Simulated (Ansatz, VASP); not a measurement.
**Two plane-wave programs on P**

Contents of INCAR:

```
SYSTEM = P
PREC     = Accurate       ! precision mode
ENCUT    = 520            ! plane-wave cutoff, eV
EDIFF    = 1E-6           ! SCF threshold, eV
ISMEAR   = 0              ! smearing method
SIGMA    = 0.15           ! smearing width, eV
LREAL    = .False.        ! projectors in reciprocal space
LASPH    = .True.         ! aspherical terms in the spheres
NELM     = 100            ! most SCF steps
ALGO     = Normal         ! electronic algorithm
ISIF     = 2              ! what is computed and relaxed
LWAVE    = .False.        ! write WAVECAR
LCHARG   = .False.        ! write CHGCAR
GGA      = PS             ! functional
IVDW     = 12             ! dispersion correction
NBANDS   = 8              ! bands
```

File KPOINTS:

```
regular mesh
0
Gamma
  12 12 12
  0 0 0
```

POSCAR

```
P
1.0
    4.4010920031      0.0000000000      0.0000000000
    0.0000000000      4.4010920031      0.0000000000
    0.0000000000      0.0000000000      4.3123300000
P
1
Direct
    0.0000000000      0.0000000000      0.0000000000
```

Input for Ansatz:

```yaml
crystal:
  lattice:
    - [4.4010920031, 0.0, 0.0]
    - [0.0, 4.4010920031, 0.0]
    - [0.0, 0.0, 4.31233]
  atoms:
    - { symbol: P, position: [0.0, 0.0, 0.0] }
basis:
  ecutwfc: 420
kpoints:
  mp_grid: { grid: [12, 12, 12] }
hamiltonian:
  xc: pbesol
  dispersion: d3bj
scf:
  occupations: { method: gaussian, width: 0.15 }
output:
  forces: true
  stress: true
  eigenvalues: true
```

Change from the starting cell: strain +0.030 along x and y, -0.015 along z, atoms carried along.

Alike in both runs: task single point; functional PBEsol; dispersion D3(BJ); k mesh 12 × 12 × 12; occupations gaussian, width 0.15 eV; no spin polarisation.

|  | VASP | Ansatz |
| --- | --- | --- |
| version | VASP 6.6.1 | Ansatz 0.2.0 |
| potentials or method | VASP PAW PBE potentials, release 64 (P), cutoff 520 eV | scalar-relativistic, plane waves, PAW |
| valence electrons in the cell | 5 | 5 |

```tsv
	VASP	Ansatz	Ansatz less VASP
gap on the k mesh at the Fermi level (eV)	none	none	-
pressure (GPa)	-3.7	-3.7	+0.01
traceless stress, the component that is largest in VASP (GPa)	-0.22	-0.22	0.000
```

VASP's potentials were made for PBE, not for PBEsol. A gap of «none» marks a metal or a gap that the smearing closes.
